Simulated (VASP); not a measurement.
# Mg (Fm-3m) in VASP: a series of runs

Mg is run at these levels: PBE, LDA; tasks: single point.

Everything below comes from runs of VASP 6.6.1. Logs are shortened: lines on timing, memory, paths and dates and some standing lists are left out, and cuts for length are marked.

## (1) The cell of the first run

Symmetry: Fm-3m, No. 225, cubic system. Conventional cell: a = 4.252 Å, b = 4.252 Å, c = 4.252 Å, α = 90.00°, β = 90.00°, γ = 90.00°. Mg (site symmetry m-3m) has 12 Mg at 3.01 Å within 4.0 Å.

## (2) Single point, PBE

Contents of INCAR:

```
PREC = Accurate ; ENCUT = 520
EDIFF = 1E-6 ; ISMEAR = 0
SIGMA = 0.05 ; LREAL = F
LASPH = T ; NELM = 80
ALGO = Fast ; ISIF = 2
LWAVE = F ; LCHARG = T
GGA = PE ; LELF = T
LVHAR = T ; NBANDS = 7
```

Contents of KPOINTS:

```
Automatic mesh
0
Gamma
  14 14 14
```

Contents of POSCAR:

```
Mg
1.0
    0.0000000000      2.1259124249      2.1259124249
    2.1259124249      0.0000000000      2.1259124249
    2.1259124249      2.1259124249      0.0000000000
Mg
1
Direct
    0.0000000000      0.0000000000      0.0000000000
```

Potentials or basis: VASP PAW PBE potentials, release 64 (Mg).

The run is started by

```console
cat potpaw_PBE.64/Mg/POTCAR > POTCAR
mpirun -np 1 vasp_std > vasp.out
```

OUTCAR:

```text
PREC = Accurate
   ENCUT = 520
   EDIFF = 1E-6
   ISMEAR = 0
   LREAL = F
   LASPH = T
   NELM = 80
   ISIF = 2
   GGA = PE

 ion  position               nearest neighbor table
   1  0.000  0.000  0.000-

  LATTYP: Found a face centered cubic cell.
 ALAT       =     4.2518248498

  Lattice vectors:

 A1 = (   0.0000000000,   2.1259124249,   2.1259124249)
 A2 = (   2.1259124249,   0.0000000000,   2.1259124249)
 A3 = (   2.1259124249,   2.1259124249,   0.0000000000)

Analysis of symmetry for initial positions (statically):
=====================================================================
 Subroutine PRICEL returns:
 Original cell was already a primitive cell.

 Routine SETGRP: Setting up the symmetry group for a
 face centered cubic supercell.

 Subroutine GETGRP returns: Found 48 space group operations
 (whereof 48 operations were pure point group operations)
 out of a pool of 48 trial point group operations.

The static configuration has the point symmetry O_h .

Analysis of symmetry for dynamics (positions and initial velocities):
=====================================================================
 Subroutine PRICEL returns:
 Original cell was already a primitive cell.

 Routine SETGRP: Setting up the symmetry group for a
 face centered cubic supercell.

 Subroutine GETGRP returns: Found 48 space group operations
 (whereof 48 operations were pure point group operations)
 out of a pool of 48 trial point group operations.

The dynamic configuration has the point symmetry O_h .

 Subroutine INISYM returns: Found 48 space group operations
 (whereof 48 operations are pure point group operations),
 and found     1 'primitive' translations

----------------------------------------------------------------------------------------

                                     Primitive cell

  volume of cell :      19.2161

  direct lattice vectors                    reciprocal lattice vectors
     0.000000000  2.125912425  2.125912425    -0.235193131  0.235193131  0.235193131
     2.125912425  0.000000000  2.125912425     0.235193131 -0.235193131  0.235193131
     2.125912425  2.125912425  0.000000000     0.235193131  0.235193131 -0.235193131

  length of vectors
     3.006494184  3.006494184  3.006494184     0.407366453  0.407366453  0.407366453

  position of ions in fractional coordinates (direct lattice)
     0.000000000  0.000000000  0.000000000

  ion indices of the primitive-cell ions
[... 69 lines left out ...]
   LNONCOLLINEAR =      F non collinear calculations
   LSORBIT =      F    spin-orbit coupling
   LASPH  =      T    aspherical Exc in radial PAW
   ENCUT  =  520.0 eV  38.22 Ry    6.18 a.u.   5.59  5.59  5.59*2*pi/ulx,y,z
   NELM   =     80;   NELMIN=  2; NELMDL= -5     # of ELM steps
   EDIFF  = 0.1E-05   stopping-criterion for ELM
   LREAL  =      F    real-space projection
   EDIFFG = 0.1E-04   stopping-criterion for IOM
   NSW    =      0    number of steps for IOM
   IBRION =     -1    ionic relax: 0-MD 1-quasi-New 2-CG
   NFREE  =      0    steps in history (QN), initial steepest desc. (CG)
   ISIF   =      2    stress and relaxation
   ISYM   =      2    0-nonsym 1-usesym 2-fastsym
   POTIM  = 0.5000    time-step for ionic-motion
   TEBEG  =    0.0;   TEEND  =   0.0 temperature during run
   PSTRESS=    0.0 pullay stress
   NELECT =       2.0000    total number of electrons
   NUPDOWN=      -1.0000    fix difference up-down
   EMIN   =  10.00;   EMAX   =-10.00  energy-range for DOS
   EFERMI =   0.00;   METHOD = LEGACY
   ISMEAR =     0;   SIGMA  =   0.05  broadening in eV -4-tet -1-fermi 0-gaus
   EFERMI_NEDOS =   21; number of points for ismear=-14 and -15
   IALGO  =     68    algorithm
   IMIX   =      4    mixing-type and parameters
     AMIX     =   0.40;   BMIX     =  1.00
     AMIX_MAG =   1.60;   BMIX_MAG =  1.00
  volume/ion in A,a.u.               =      19.22       129.68
  Fermi-wavevector in a.u.,A,eV,Ry     =   0.770069  1.455219  8.068333  0.593006
  Thomas-Fermi vector in A             =   1.871193
   LORBIT       =      0    0 simple, 1 ext, 2 COOP (PROOUT), +10 PAW based schemes
   GGA     = PE    functional components
   LHFCALC =     F    Hartree Fock is set to
   AEXX    =    0.0000 exact exchange contribution
   IVDW    =     0    specifies the selected vdW correction
   LEPSILON=     F    determine dielectric tensor
   LRPA    =     F    only Hartree local field effects (RPA)
 non-spin polarized calculation
 RMM-DIIS sequential band-by-band and
 Gauss-broadening in eV      SIGMA  =   0.05
  energy-cutoff  :      520.00
  volume of cell :       19.22
 maximum number of plane-waves:       533
   NGX = 11   NGY = 11   NGZ = 11

 number of electron       2.0000000 magnetization

 Free energy of the ion-electron system (eV)
  ---------------------------------------------------
  ext. energy  EPLUGINS =         0.00000000
  ---------------------------------------------------
  free energy    TOTEN  =        -1.39982664 eV

  energy without entropy =       -1.39920153  energy(sigma->0) =       -1.39951408

 E-fermi :   3.6361     XC(G=0):  -9.0598

 val. band max:        3.6189869240   @ k =   0.5000   0.1429   0.0000
 cond. band min:       3.6501784637   @ k =  -0.4286   0.4286   0.0000
 fundamental gap:      0.0311915397
 Fermi energy:         3.6360992377

 k-point     1 :       0.0000    0.0000    0.0000
  band No.  band energies     occupation
      1      -4.1013      2.00000
      2      17.1319      0.00000
      3      17.1319      0.00000
      4      17.1319      0.00000
      5      19.6804      0.00000
      6      20.0741      0.00000
      7      20.0741      0.00000
[... 221 lines left out ...]
 k-point    24 :       0.2857    0.1429    0.0000
  band No.  band energies     occupation
      1      -2.2461      2.00000
      2       9.8277      0.00000
      3      13.9842      0.00000
      4      14.3895      0.00000
      5      16.0233      0.00000
      6      19.8167      0.00000
      7      22.9694      0.00000

 [... further k-points ...]
[... 5 lines left out ...]
  --------------------------------------------------------------------------------------
  -------------------------------------------------------------------------------------
  Total        1.1359270      1.1359270      1.1359270      0.0000000     -0.0000000      0.0000000
  in kB       94.7097933     94.7097933     94.7097933      0.0000000     -0.0000000      0.0000000
  external PRESSURE =      94.7097933 kB  Pullay stress =       0.0000000 kB

 VOLUME and BASIS-vectors are now :
 -----------------------------------------------------------------------------
  energy-cutoff  :      520.00
  volume of cell :       19.22
      direct lattice vectors                 reciprocal lattice vectors
     0.000000000  2.125912425  2.125912425    -0.235193131  0.235193131  0.235193131
     2.125912425  0.000000000  2.125912425     0.235193131 -0.235193131  0.235193131
     2.125912425  2.125912425  0.000000000     0.235193131  0.235193131 -0.235193131

 POSITION                                       TOTAL-FORCE (eV/Angst)
 -----------------------------------------------------------------------------------
      0.00000      0.00000      0.00000         0.000000      0.000000      0.000000
 -----------------------------------------------------------------------------------
    total drift:                                0.000000     -0.000000     -0.000000

  FREE ENERGIE OF THE ION-ELECTRON SYSTEM (eV)
  ---------------------------------------------------
  free  energy   TOTEN  =        -1.3998266358 eV

  energy  without entropy=       -1.3992015297  energy(sigma->0) =       -1.39951408
```

OSZICAR:

```text
N       E                     dE             d eps       ncg     rms          rms(c)
DAV:   1    -0.590886360674E+00   -0.59089E+00   -0.74157E+02  1575   0.189E+02
DAV:   2    -0.140586030705E+01   -0.81497E+00   -0.75732E+00  1897   0.123E+01
DAV:   3    -0.140882286791E+01   -0.29626E-02   -0.29615E-02  2044   0.848E-01
DAV:   4    -0.140882906419E+01   -0.61963E-05   -0.61965E-05  2079   0.236E-02
DAV:   5    -0.140882906878E+01   -0.45963E-08   -0.48480E-08  2009   0.579E-04    0.631E-01
RMM:   6    -0.140403886426E+01    0.47902E-02   -0.14987E-04  1457   0.898E-02    0.401E-01
RMM:   7    -0.139983095650E+01    0.42079E-02   -0.52944E-04  1644   0.154E-01    0.208E-02
RMM:   8    -0.139982703003E+01    0.39265E-05   -0.18473E-05  1617   0.274E-02    0.452E-03
RMM:   9    -0.139982663578E+01    0.39425E-06   -0.14749E-06  1637   0.693E-03
   1 F= -.13998266E+01 E0= -.13995141E+01  d E =-.625106E-03
```

stdout:

```text
POSCAR found type information on POSCAR Mg
 POSCAR found :  1 types and       1 ions
 scaLAPACK will be used
 LDA part: xc-table for (Slater+PW92), standard interpolation
 POSCAR, INCAR and KPOINTS ok, starting setup
 FFT: planning ... GRIDC
 FFT: planning ... GRID_SOFT
 FFT: planning ... GRID
 WAVECAR not read
 entering main loop
```

It took 10 s on 1 thread of Intel Xeon Platinum 8259CL at 2.50GHz (Skylake/Cascade Lake), shared host; peak memory 0.14 GiB.

Results:

| Property | Result |
| --- | --- |
| Free energy | -1.3998 eV |
| Pressure | 9.5 GPa |
| Band gap on the k mesh | zero (band 1 reaches 4.69 eV, above the bottom of band 2 at 2.34 eV) |

Levels at points of the mesh, in eV from the Fermi level:
| k point | band 1 | band 2 | band 3 | band 4 | band 5 |
| --- | --- | --- | --- | --- | --- |
| (0.00, 0.00, 0.00) | -7.74 | 13.50 | 13.50 | 13.50 | 16.04 |
| (0.50, 0.00, 0.00) | -2.02 | -1.29 | 12.25 | 12.25 | 13.98 |
| (0.50, 0.50, 0.00) | -0.28 | 0.87 | 6.41 | 7.93 | 7.93 |

## (3) Single point, PBE

This run uses another cell than the first one, of 22.61 Å³/atom, 1.176 times its volume.

Contents of INCAR:

```
ALGO     = Normal         # electronic algorithm
EDIFF    = 1E-7           # SCF threshold, eV
ENCUT    = 520            # plane-wave cutoff, eV
GGA      = PE             # functional
ISIF     = 2              # what is computed and relaxed
ISMEAR   = 0              # smearing method
LASPH    = True           # aspherical terms in the spheres
LCHARG   = False          # write CHGCAR
LREAL    = False          # projectors in reciprocal space
LWAVE    = False          # write WAVECAR
NBANDS   = 7              # bands
NELM     = 80             # most SCF steps
PREC     = Accurate       # precision mode
SIGMA    = 0.05           # smearing width, eV
```

Contents of KPOINTS:

```
k-points
0
Gamma
  14 14 14
```

Contents of POSCAR:

```
Mg
1.0
    0.0000000000      2.2442560000      2.2442560000
    2.2442560000      0.0000000000      2.2442560000
    2.2442560000      2.2442560000      0.0000000000
Mg
1
Direct
    0.0000000000      0.0000000000      0.0000000000
```

Potentials or basis: VASP PAW PBE potentials, release 64 (Mg).

The run is started by

```console
cat potpaw_PBE.64/Mg/POTCAR > POTCAR
mpirun -np 1 vasp_std > vasp.out
```

Wall time 10 s (1 thread of Intel Xeon Platinum 8259CL at 2.50GHz (Skylake/Cascade Lake), shared host); peak memory 0.14 GiB.

Results (log left out):

| Item | Value |
| --- | --- |
| Free energy | -1.4973 eV |
| Pressure | 0.8 GPa |
| Band gap on the k mesh | zero (band 1 reaches 3.71 eV, above the bottom of band 2 at 1.42 eV) |

Levels at points of the mesh, in eV from the Fermi level:
```tsv
k point	band 1	band 2	band 3	band 4	band 5	band 6
(0.00, 0.00, 0.00)	-6.98	12.47	12.47	12.47	14.48	14.48
(0.50, 0.00, 0.00)	-1.72	-1.27	11.36	11.36	12.25	12.25
(0.50, 0.50, 0.00)	-0.21	0.82	6.13	7.04	7.04	9.94
```

(Part 1 of 2 ends here.)
